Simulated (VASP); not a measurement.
# BiTe (Pm-3m) in VASP: notebook

Runs on BiTe. Level: LDA. Tasks: single point, relaxation of cell and atoms.

Program: VASP 6.6.1. These are calculated values, not measurements. Logs are shortened: lines on timing, memory, paths and dates and some standing lists are left out, and cuts for length are marked.

## Step 1: The cell of the first run

It takes space group Pm-3m (No. 221, cubic). Conventional cell: a = 3.594 Å, b = 3.594 Å, c = 3.594 Å, α = 90.00°, β = 90.00°, γ = 90.00°. Bi (site symmetry m-3m) has 8 Te at 3.11 Å and 6 Bi at 3.59 Å within 4.1 Å. Within 4.1 Å of Te (site symmetry m-3m) lie 8 Bi at 3.11 Å and 6 Te at 3.59 Å.

## Step 2: Single point, LDA

Input file INCAR:

```
SYSTEM = BiTe
  PREC = Accurate
  ENCUT = 520
  EDIFF = 1E-6
  ISMEAR = -1
  SIGMA = 0.05
  LREAL = .FALSE.
  LASPH = .TRUE.
  NELM = 100
  ALGO = Normal
  ISIF = 2
  LWAVE = .FALSE.
  LCHARG = .FALSE.
  NBANDS = 18
```

Input file KPOINTS:

```
regular mesh
0
G
  6 6 6
  0 0 0
```

Input file POSCAR:

```
BiTe
1.0
    3.5941128597      0.0000000000      0.0000000000
    0.0000000000      3.5941128597      0.0000000000
    0.0000000000      0.0000000000      3.5941128597
Bi Te
1 1
Direct
    0.0000000000      0.0000000000      0.0000000000
    0.5000000000      0.5000000000      0.5000000000
```

Potentials or basis: VASP PAW LDA potentials, release 64 (Bi_d, Te).

The run is started by

```console
> cat potpaw_LDA.64/Bi_d/POTCAR potpaw_LDA.64/Te/POTCAR > POTCAR
> mpirun -np 1 vasp_std > vasp.out
```

OUTCAR:

```text
SYSTEM = BiTe
   PREC = Accurate
   ENCUT = 520
   EDIFF = 1E-6
   ISMEAR = -1
   LREAL = .FALSE.
   LASPH = .TRUE.
   NELM = 100
   ISIF = 2

 ion  position               nearest neighbor table
   1  0.000  0.000  0.000-   2 3.11   2 3.11   2 3.11   2 3.11   2 3.11   2 3.11   2 3.11   2 3.11

   2  0.500  0.500  0.500-   1 3.11   1 3.11   1 3.11   1 3.11   1 3.11   1 3.11   1 3.11   1 3.11

  LATTYP: Found a simple cubic cell.
 ALAT       =     3.5941128597

  Lattice vectors:

 A1 = (   3.5941128597,   0.0000000000,   0.0000000000)
 A2 = (   0.0000000000,   3.5941128597,   0.0000000000)
 A3 = (   0.0000000000,   0.0000000000,   3.5941128597)

Analysis of symmetry for initial positions (statically):
=====================================================================
 Subroutine PRICEL returns:
 Original cell was already a primitive cell.

 Routine SETGRP: Setting up the symmetry group for a
 simple cubic supercell.

 Subroutine GETGRP returns: Found 48 space group operations
 (whereof 48 operations were pure point group operations)
 out of a pool of 48 trial point group operations.

The static configuration has the point symmetry O_h .

Analysis of symmetry for dynamics (positions and initial velocities):
=====================================================================
 Subroutine PRICEL returns:
 Original cell was already a primitive cell.

 Routine SETGRP: Setting up the symmetry group for a
 simple cubic supercell.

 Subroutine GETGRP returns: Found 48 space group operations
 (whereof 48 operations were pure point group operations)
 out of a pool of 48 trial point group operations.

The dynamic configuration has the point symmetry O_h .

 Subroutine INISYM returns: Found 48 space group operations
 (whereof 48 operations are pure point group operations),
 and found     1 'primitive' translations

----------------------------------------------------------------------------------------

                                     Primitive cell

  volume of cell :      46.4275

  direct lattice vectors                    reciprocal lattice vectors
     3.594112860  0.000000000  0.000000000     0.278232776  0.000000000  0.000000000
     0.000000000  3.594112860  0.000000000     0.000000000  0.278232776  0.000000000
     0.000000000  0.000000000  3.594112860     0.000000000  0.000000000  0.278232776

  length of vectors
     3.594112860  3.594112860  3.594112860     0.278232776  0.278232776  0.278232776

  position of ions in fractional coordinates (direct lattice)
     0.000000000  0.000000000  0.000000000
     0.500000000  0.500000000  0.500000000

  ion indices of the primitive-cell ions
   primitive index   ion index
                 1           1
                 2           2

----------------------------------------------------------------------------------------

 KPOINTS: regular mesh

Automatic generation of k-mesh.
 Grid dimensions read from file:
 generate k-points for:    6    6    6

 Generating k-lattice:

  Cartesian coordinates                     Fractional coordinates (reciprocal lattice)
     0.046372129  0.000000000  0.000000000     0.166666667  0.000000000  0.000000000
     0.000000000  0.046372129  0.000000000     0.000000000  0.166666667  0.000000000
     0.000000000  0.000000000  0.046372129     0.000000000  0.000000000  0.166666667

  Length of vectors
     0.046372129  0.046372129  0.046372129

  Shift w.r.t. Gamma in fractional coordinates (k-lattice)
     0.000000000  0.000000000  0.000000000

 Subroutine IBZKPT returns following result:
 ===========================================

 Found     20 irreducible k-points:

 Following reciprocal coordinates:
            Coordinates               Weight
  0.000000  0.000000  0.000000      1.000000
  0.166667  0.000000  0.000000      6.000000
  0.333333  0.000000  0.000000      6.000000
  0.500000  0.000000  0.000000      3.000000
  0.166667  0.166667  0.000000     12.000000
  0.333333  0.166667  0.000000     24.000000
[... 12 lines left out ...]
  0.500000  0.500000  0.333333      6.000000
  0.500000  0.500000  0.500000      1.000000
   k-points           NKPTS =     20   k-points in BZ     NKDIM =     20   number of bands    NBANDS=     18
   number of dos      NEDOS =    301   number of ions     NIONS =      2
   total plane-waves  NPLWV =  21952
   dimension x,y,z NGX =    28 NGY =   28 NGZ =   28
   dimension x,y,z NGXF=    56 NGYF=   56 NGZF=   56
   ions per type =               1   1
   NGX,Y,Z   is equivalent  to a cutoff of  12.95, 12.95, 12.95 a.u.
   NGXF,Y,Z  is equivalent  to a cutoff of  25.90, 25.90, 25.90 a.u.
 SYSTEM =  BiTe
   PREC   = accura    normal or accurate (medium, high low for compatibility)
   ISTART =      0    job   : 0-new  1-cont  2-samecut
   ICHARG =      2    charge: 1-file 2-atom 10-const
   ISPIN  =      1    spin polarized calculation?
   LNONCOLLINEAR =      F non collinear calculations
   LSORBIT =      F    spin-orbit coupling
   LASPH  =      T    aspherical Exc in radial PAW
   ENCUT  =  520.0 eV  38.22 Ry    6.18 a.u.   6.68  6.68  6.68*2*pi/ulx,y,z
   NELM   =    100;   NELMIN=  2; NELMDL= -5     # of ELM steps
   EDIFF  = 0.1E-05   stopping-criterion for ELM
   LREAL  =      F    real-space projection
   EDIFFG = 0.1E-04   stopping-criterion for IOM
   NSW    =      0    number of steps for IOM
   IBRION =     -1    ionic relax: 0-MD 1-quasi-New 2-CG
   NFREE  =      0    steps in history (QN), initial steepest desc. (CG)
   ISIF   =      2    stress and relaxation
   ISYM   =      2    0-nonsym 1-usesym 2-fastsym
   POTIM  = 0.5000    time-step for ionic-motion
   TEBEG  =    0.0;   TEEND  =   0.0 temperature during run
   PSTRESS=    0.0 pullay stress
   NELECT =      21.0000    total number of electrons
   NUPDOWN=      -1.0000    fix difference up-down
   EMIN   =  10.00;   EMAX   =-10.00  energy-range for DOS
   EFERMI =   0.00;   METHOD = LEGACY
   ISMEAR =    -1;   SIGMA  =   0.05  broadening in eV -4-tet -1-fermi 0-gaus
   EFERMI_NEDOS =   21; number of points for ismear=-14 and -15
   IALGO  =     38    algorithm
   IMIX   =      4    mixing-type and parameters
     AMIX     =   0.40;   BMIX     =  1.00
     AMIX_MAG =   1.60;   BMIX_MAG =  1.00
  volume/ion in A,a.u.               =      23.21       156.65
  Fermi-wavevector in a.u.,A,eV,Ry     =   1.256675  2.374771 21.486748  1.579231
  Thomas-Fermi vector in A             =   2.390371
   LORBIT       =      0    0 simple, 1 ext, 2 COOP (PROOUT), +10 PAW based schemes
   GGA     = CA    functional components
   LHFCALC =     F    Hartree Fock is set to
   AEXX    =    0.0000 exact exchange contribution
   IVDW    =     0    specifies the selected vdW correction
   LEPSILON=     F    determine dielectric tensor
   LRPA    =     F    only Hartree local field effects (RPA)
 non-spin polarized calculation
  energy-cutoff  :      520.00
  volume of cell :       46.43
 maximum number of plane-waves:      1268
 NGX is ok and might be reduce to    28
   NGX = 13   NGY = 13   NGZ = 13

 number of electron      20.9999993 magnetization

 Free energy of the ion-electron system (eV)
  ---------------------------------------------------
  ext. energy  EPLUGINS =         0.00000000
  ---------------------------------------------------
  free energy    TOTEN  =        -7.83004749 eV

  energy without entropy =       -7.81893336  energy(sigma->0) =       -7.82449042

 E-fermi :  11.5189     XC(G=0): -11.5563

 val. band max:       11.4382919655   @ k =   0.5000   0.5000   0.0000
 cond. band min:      11.5340365239   @ k =   0.5000   0.5000   0.1667
 fundamental gap:      0.0957445584
 Fermi energy:        11.5188664634

 k-point     1 :       0.0000    0.0000    0.0000
  band No.  band energies     occupation
      1     -12.0124      2.00000
      2     -12.0124      2.00000
      3     -11.8903      2.00000
      4     -11.8903      2.00000
      5     -11.8903      2.00000
      6      -4.4481      2.00000
[... 10 lines left out ...]
     17      22.4496      0.00000
     18      22.4496      0.00000

 k-point     2 :       0.1667    0.0000    0.0000
  band No.  band energies     occupation
      1     -12.0110      2.00000
      2     -11.9839      2.00000
      3     -11.9009      2.00000
      4     -11.9009      2.00000
      5     -11.8897      2.00000
      6      -4.1143      2.00000
[... 10 lines left out ...]
     17      21.7473      0.00000
     18      21.7473      0.00000

 k-point     3 :       0.3333    0.0000    0.0000
  band No.  band energies     occupation
      1     -12.0083      2.00000
      2     -11.9269      2.00000
      3     -11.9221      2.00000
      4     -11.9221      2.00000
      5     -11.8886      2.00000
      6      -3.1189      2.00000
[... 10 lines left out ...]
     17      22.5593      0.00000
     18      22.5594      0.00000

 k-point     4 :       0.5000    0.0000    0.0000
  band No.  band energies     occupation
      1     -12.0069      2.00000
      2     -11.9326      2.00000
      3     -11.9326      2.00000
      4     -11.8985      2.00000
      5     -11.8880      2.00000
      6      -1.5386      2.00000
[... 291 lines left out ...]
      4     -11.8724      2.00000
      5     -11.8426      2.00000
      6       0.3383      2.00000
[... 10 lines left out ...]
     17      24.6066      0.00000
     18      26.4458      0.00000

 k-point    19 :       0.5000    0.5000    0.3333
  band No.  band energies     occupation
      1     -11.9839      2.00000
      2     -11.9651      2.00000
      3     -11.9651      2.00000
      4     -11.8570      2.00000
      5     -11.8264      2.00000
      6       0.7129      2.00000
[... 10 lines left out ...]
     17      25.7123      0.00000
     18      26.9120      0.00000

 k-point    20 :       0.5000    0.5000    0.5000
  band No.  band energies     occupation
      1     -11.9788      2.00000
      2     -11.9788      2.00000
      3     -11.9788      2.00000
      4     -11.8257      2.00000
      5     -11.8257      2.00000
      6       0.9666      2.00000
[... 10 lines left out ...]
     17      27.9254      0.00000
     18      27.9282      0.00000

------------------------ aborting loop because EDIFF is reached ----------------------------------------

  FORCE on cell =-STRESS in cart. coord.  units (eV):
  Direction    XX          YY          ZZ          XY          YZ          ZX
  --------------------------------------------------------------------------------------
  -------------------------------------------------------------------------------------
  Total        5.8835415      5.8835415      5.8835415      0.0000000     -0.0000000      0.0000000
  in kB      203.0365707    203.0365707    203.0365707      0.0000000     -0.0000000      0.0000000
  external PRESSURE =     203.0365707 kB  Pullay stress =       0.0000000 kB

 VOLUME and BASIS-vectors are now :
 -----------------------------------------------------------------------------
  energy-cutoff  :      520.00
  volume of cell :       46.43
      direct lattice vectors                 reciprocal lattice vectors
     3.594112860  0.000000000  0.000000000     0.278232776  0.000000000  0.000000000
     0.000000000  3.594112860  0.000000000     0.000000000  0.278232776  0.000000000
     0.000000000  0.000000000  3.594112860     0.000000000  0.000000000  0.278232776

 POSITION                                       TOTAL-FORCE (eV/Angst)
 -----------------------------------------------------------------------------------
      0.00000      0.00000      0.00000         0.000000      0.000000      0.000000
      1.79706      1.79706      1.79706         0.000000      0.000000      0.000000
 -----------------------------------------------------------------------------------
    total drift:                               -0.000000      0.000000     -0.000000

  FREE ENERGIE OF THE ION-ELECTRON SYSTEM (eV)
  ---------------------------------------------------
  free  energy   TOTEN  =        -7.8300474917 eV

  energy  without entropy=       -7.8189333568  energy(sigma->0) =       -7.82449042
```

It took 12 s on 1 thread of Intel Xeon Platinum 8259CL at 2.50GHz (Skylake/Cascade Lake), shared host; peak memory 0.15 GiB.

Results:

```
Free energy            : -7.8300 eV
Pressure               : 20.3 GPa
Band gap on the k mesh : zero (an odd number of electrons rules out a gap without spin polarisation)
```

Caveat: the cell stands under pressure; spin-orbit coupling is left out, which moves the levels of the heavy elements.

## Step 3: Single point, LDA

This run uses another cell than the first one, of 25.07 Å³/atom.

Input file INCAR:

```
SYSTEM = BiTe
PREC     = Accurate       ! precision mode
ENCUT    = 520            ! plane-wave cutoff, eV
EDIFF    = 1E-6           ! SCF threshold, eV
ISMEAR   = -1             ! smearing method
SIGMA    = 0.05           ! smearing width, eV
LREAL    = .False.        ! projectors in reciprocal space
LASPH    = .True.         ! aspherical terms in the spheres
NELM     = 60             ! most SCF steps
ALGO     = Normal         ! electronic algorithm
ISIF     = 2              ! what is computed and relaxed
LWAVE    = .False.        ! write WAVECAR
LCHARG   = .False.        ! write CHGCAR
NBANDS   = 18             ! bands
```

Input file KPOINTS:

```
Automatic mesh
0
Gamma
  6 6 6
  0 0 0
```

Input file POSCAR:

```
BiTe
1.0
    3.6873807991      0.0000000000      0.0000000000
    0.0000000000      3.6873807991      0.0000000000
    0.0000000000      0.0000000000      3.6873807991
Bi Te
1 1
Direct
    0.0000000000      0.0000000000      0.0000000000
    0.5000000000      0.5000000000      0.5000000000
```

Potentials or basis: VASP PAW LDA potentials, release 64 (Bi_d, Te).

The run is started by

```console
> cat potpaw_LDA.64/Bi_d/POTCAR potpaw_LDA.64/Te/POTCAR > POTCAR
> mpirun -np 1 vasp_std > vasp.out
```

OUTCAR:

```text
SYSTEM = BiTe
   PREC = Accurate
   ENCUT = 520
   EDIFF = 1E-6
   ISMEAR = -1
   LREAL = .False.
   LASPH = .True.
   NELM = 60
   ISIF = 2

 ion  position               nearest neighbor table
   1  0.000  0.000  0.000-   2 3.19   2 3.19   2 3.19   2 3.19   2 3.19   2 3.19   2 3.19   2 3.19

   2  0.500  0.500  0.500-   1 3.19   1 3.19   1 3.19   1 3.19   1 3.19   1 3.19   1 3.19   1 3.19

  LATTYP: Found a simple cubic cell.
 ALAT       =     3.6873807991

  Lattice vectors:

 A1 = (   3.6873807991,   0.0000000000,   0.0000000000)
 A2 = (   0.0000000000,   3.6873807991,   0.0000000000)
 A3 = (   0.0000000000,   0.0000000000,   3.6873807991)

Analysis of symmetry for initial positions (statically):
=====================================================================
 Subroutine PRICEL returns:
 Original cell was already a primitive cell.

 Routine SETGRP: Setting up the symmetry group for a
 simple cubic supercell.

 Subroutine GETGRP returns: Found 48 space group operations
 (whereof 48 operations were pure point group operations)
 out of a pool of 48 trial point group operations.

The static configuration has the point symmetry O_h .

Analysis of symmetry for dynamics (positions and initial velocities):
=====================================================================
 Subroutine PRICEL returns:
 Original cell was already a primitive cell.

 Routine SETGRP: Setting up the symmetry group for a
 simple cubic supercell.

 Subroutine GETGRP returns: Found 48 space group operations
 (whereof 48 operations were pure point group operations)
 out of a pool of 48 trial point group operations.

The dynamic configuration has the point symmetry O_h .

 Subroutine INISYM returns: Found 48 space group operations
 (whereof 48 operations are pure point group operations),
 and found     1 'primitive' translations

----------------------------------------------------------------------------------------

[... 103 lines left out ...]
   EFERMI_NEDOS =   21; number of points for ismear=-14 and -15
   IALGO  =     38    algorithm
   IMIX   =      4    mixing-type and parameters
     AMIX     =   0.40;   BMIX     =  1.00
     AMIX_MAG =   1.60;   BMIX_MAG =  1.00
  volume/ion in A,a.u.               =      25.07       169.17
  Fermi-wavevector in a.u.,A,eV,Ry     =   1.224889  2.314704 20.413531  1.500352
  Thomas-Fermi vector in A             =   2.359947
   LORBIT       =      0    0 simple, 1 ext, 2 COOP (PROOUT), +10 PAW based schemes
   GGA     = CA    functional components
   LHFCALC =     F    Hartree Fock is set to
   AEXX    =    0.0000 exact exchange contribution
   IVDW    =     0    specifies the selected vdW correction
   LEPSILON=     F    determine dielectric tensor
   LRPA    =     F    only Hartree local field effects (RPA)
 non-spin polarized calculation
  energy-cutoff  :      520.00
  volume of cell :       50.14
 maximum number of plane-waves:      1376
 NGX is ok and might be reduce to    28
   NGX = 13   NGY = 13   NGZ = 13

 number of electron      21.0000003 magnetization

 Free energy of the ion-electron system (eV)
  ---------------------------------------------------
  ext. energy  EPLUGINS =         0.00000000
  ---------------------------------------------------
  free energy    TOTEN  =        -8.17647165 eV

  energy without entropy =       -8.16309216  energy(sigma->0) =       -8.16978190

 E-fermi :  10.2463     XC(G=0): -11.1846

 val. band max:       10.1833227909   @ k =   0.5000   0.3333   0.3333
 cond. band min:      10.2663863973   @ k =   0.3333   0.1667   0.0000
 fundamental gap:      0.0830636065
 Fermi energy:        10.2462709369

 k-point     1 :       0.0000    0.0000    0.0000
  band No.  band energies     occupation
      1     -13.1442      2.00000
      2     -13.1442      2.00000
      3     -13.0514      2.00000
      4     -13.0514      2.00000
      5     -13.0514      2.00000
      6      -4.9405      2.00000
[... 397 lines left out ...]
      5     -13.0037      2.00000
      6      -0.1817      2.00000
[... 10 lines left out ...]
     17      26.0942      0.00000
     18      26.0951      0.00000

------------------------ aborting loop because EDIFF is reached ----------------------------------------

  FORCE on cell =-STRESS in cart. coord.  units (eV):
  Direction    XX          YY          ZZ          XY          YZ          ZX
  --------------------------------------------------------------------------------------
  -------------------------------------------------------------------------------------
  Total        3.1938681      3.1938681      3.1938681      0.0000000      0.0000000     -0.0000000
  in kB      102.0642363    102.0642363    102.0642363      0.0000000      0.0000000     -0.0000000
  external PRESSURE =     102.0642363 kB  Pullay stress =       0.0000000 kB

 VOLUME and BASIS-vectors are now :
 -----------------------------------------------------------------------------
  energy-cutoff  :      520.00
  volume of cell :       50.14
      direct lattice vectors                 reciprocal lattice vectors
     3.687380799  0.000000000  0.000000000     0.271195207  0.000000000  0.000000000
     0.000000000  3.687380799  0.000000000     0.000000000  0.271195207  0.000000000
     0.000000000  0.000000000  3.687380799     0.000000000  0.000000000  0.271195207

 POSITION                                       TOTAL-FORCE (eV/Angst)
 -----------------------------------------------------------------------------------
      0.00000      0.00000      0.00000         0.000000      0.000000      0.000000
      1.84369      1.84369      1.84369         0.000000      0.000000      0.000000
 -----------------------------------------------------------------------------------
    total drift:                               -0.000000      0.000000     -0.000000

  FREE ENERGIE OF THE ION-ELECTRON SYSTEM (eV)
  ---------------------------------------------------
  free  energy   TOTEN  =        -8.1764716472 eV

  energy  without entropy=       -8.1630921604  energy(sigma->0) =       -8.16978190
```

Wall time 11 s (1 thread of Intel Xeon Platinum 8259CL at 2.50GHz (Skylake/Cascade Lake), shared host); peak memory 0.15 GiB.

What came out:

```yaml
Free_energy: -8.1765 eV
Pressure: 10.2 GPa
Band_gap_on_the_k_mesh: zero (an odd number of electrons rules out a gap without spin polarisation)
```

Caveat: the cell stands under pressure; spin-orbit coupling is left out, which moves the levels of the heavy elements.

(Continued in part 2 of 2.)
